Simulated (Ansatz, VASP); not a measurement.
# Two plane-wave programs on Ge

```
CELL_PARAMETERS angstrom
3.99697 0.00000 0.00000
-1.99848 3.46148 0.00000
0.00000 0.00000 6.59637
ATOMIC_POSITIONS crystal
Ge 0.61663 0.33333 0.04775
Ge 0.33333 0.66667 0.56291
Ge 0.66667 0.33333 0.43709
Ge 0.33333 0.66667 0.93709
```

Alike in both runs: task single point; functional PBEsol; k mesh 12 × 12 × 8; occupations gaussian, width 0.15 eV; no spin polarisation.

|  | VASP | Ansatz |
| --- | --- | --- |
| version | VASP 6.6.1 | Ansatz 0.2.0 |
| potentials or method | VASP PAW PBE potentials, release 64 (Ge_d), cutoff 520 eV | scalar-relativistic, plane waves, PAW |
| valence electrons in the cell | 56 | 56 |

VASP gave:

| Property | Result |
| --- | --- |
| gap on the k mesh at the Fermi level (eV) | none |
| pressure (GPa) | 0.9 |
| traceless stress, the component that is largest in VASP (GPa) | -3.27 |
| rms of the force components (eV/Å) | 1.108 |

What did Ansatz give for the same quantities?

gap on the k mesh at the Fermi level (eV): none; pressure (GPa): 1.0; traceless stress, the component that is largest in VASP (GPa): -3.29; rms of the force components (eV/Å): 1.111.

VASP's potentials were made for PBE, not for PBEsol. Atom by atom the forces differ by 0.002 eV/Å (rms over components). A gap of «none» marks a metal or a gap that the smearing closes. With one functional, cell and mesh, what is left measures potentials, basis and numerics.
